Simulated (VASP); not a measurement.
The system is PtSe2 (Sudovikovite).

```
Pt Se
1.0
     3.72400    0.00000    0.00000
    -1.86200    3.22508    0.00000
     0.00000    0.00000    5.06200
Pt Se
1 2
Cartesian
  0.0000 0.0000 0.0000
  1.8620 1.0750 3.7965
  0.0000 2.1501 1.2655
```

```yaml
Program: VASP 6.6.1
Task: relaxation of cell and atoms
Functional: PBE
Potentials_or_basis: VASP PAW PBE potentials, release 64 (Pt, Se)
Cutoff: 600 eV
k_mesh: 8 × 8 × 5
Occupations: fermi-dirac, width 0.05 eV
Spin: no spin polarisation
```

At the start: pressure 7.3 GPa; volume 20.27 Å³/atom.

Q: How do energy, volume and symmetry change on relaxing?

A: Over 46 steps the energy falls by 37.2 meV/atom and the volume is 26.22 Å³/atom (+29.4 %); space group P-3m1 (No. 164, to 0.05 Å).

Step by step:
```tsv
step	energy change (eV)	largest force (eV/Å)	pressure (GPa)	volume (Å³)
1	0.0000	0.5987	7.32	60.80
3	-0.0739	0.1128	-0.04	63.95
5	-0.0751	0.0892	0.12	64.04
7	-0.0833	0.0090	0.08	65.53
9	-0.0897	0.0960	0.13	67.76
11	-0.0980	0.0771	-0.73	69.87
13	-0.0999	0.1652	-1.13	71.14
15	-0.1039	0.1504	-0.65	71.73
17	-0.1057	0.1252	-0.09	72.37
19	-0.1068	0.0492	0.26	72.25
21	-0.1070	0.0066	0.42	72.19
23	-0.1077	0.0215	0.01	72.58
25	-0.1078	0.0150	0.02	72.66
27	-0.1083	0.0123	0.13	73.04
29	-0.1085	0.1308	0.61	74.53
31	-0.1089	0.0839	0.42	73.95
33	-0.1090	0.0802	0.36	74.10
35	-0.1096	0.0650	0.20	74.71
37	-0.1099	0.0146	-0.38	77.17
39	-0.1103	0.0326	-0.14	76.45
41	-0.1117	0.0280	0.10	78.19
43	-0.1116	0.0283	0.18	78.72
45	-0.1116	0.0128	-0.08	78.88
46	-0.1117	0.0089	0.03	78.66
```

Final structure:
```cif
data_structure
_symmetry_space_group_name_H-M 'P 1'
_symmetry_Int_Tables_number 1
_cell_length_a 3.7512
_cell_length_b 3.7512
_cell_length_c 6.4552
_cell_angle_alpha 90.000
_cell_angle_beta 90.000
_cell_angle_gamma 120.000
_cell_volume 78.66
loop_
_atom_site_label
_atom_site_type_symbol
_atom_site_fract_x
_atom_site_fract_y
_atom_site_fract_z
_atom_site_occupancy
Pt1 Pt 0.00000 0.00000 0.00000 1
Se1 Se 0.66667 0.33333 0.79770 1
Se2 Se 0.33333 0.66667 0.20230 1
```

Caveat: the volume moved by over 15 % at a fixed basis, so the end points are rough; this functional lacks dispersion, which binds the layers, so the pressure and a relaxed spacing across them are unreliable; the volume moved by +29 % from the deposited cell, more than functionals usually miss.
